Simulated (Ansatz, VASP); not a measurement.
Two plane-wave programs on Co

```
CELL_PARAMETERS angstrom
0.00000 3.20688 3.20688
3.20688 0.00000 3.20688
3.20688 3.20688 0.00000
ATOMIC_POSITIONS crystal
Co 0.25000 0.25000 0.25000
Co 0.00000 0.00000 0.00000
Co 0.62500 0.62500 0.12500
Co 0.62500 0.12500 0.62500
Co 0.12500 0.62500 0.62500
Co 0.62500 0.62500 0.62500
```

Alike in both runs: functional PBEsol; k mesh 10 × 10 × 10; occupations gaussian, width 0.1 eV; collinear spin.

Ansatz relaxed the structure, and its values are those at the end. VASP's run is a single point on that final structure, the one shown.

|  | VASP | Ansatz |
| --- | --- | --- |
| version | VASP 6.6.1 | Ansatz 0.2.0 |
| potentials or method | VASP PAW PBE potentials, release 64 (Co), cutoff 520 eV | scalar-relativistic, plane waves, PAW |
| valence electrons in the cell | 54 | 102 |

|  | VASP | Ansatz | Ansatz less VASP |
| --- | --- | --- | --- |
| gap on the k mesh at the Fermi level (eV) | none | none | - |
| pressure (GPa) | -0.9 | 0.0 | +0.90 |
| net moment per atom (μB) | 1.71 | 1.72 | +0.010 |
| size of the moment on the site where the two differ most (μB) | 1.69 | 1.75 | +0.060 |

VASP's potentials were made for PBE, not for PBEsol. Site moments also hang on the region over which each program counts them. A gap of «none» marks a metal or a gap that the smearing closes. With one functional, cell and mesh, what is left measures potentials, basis and numerics. VASP's potentials hold 54 valence electrons a cell and Ansatz's 102, so a difference there can come from the potentials and not from the codes.
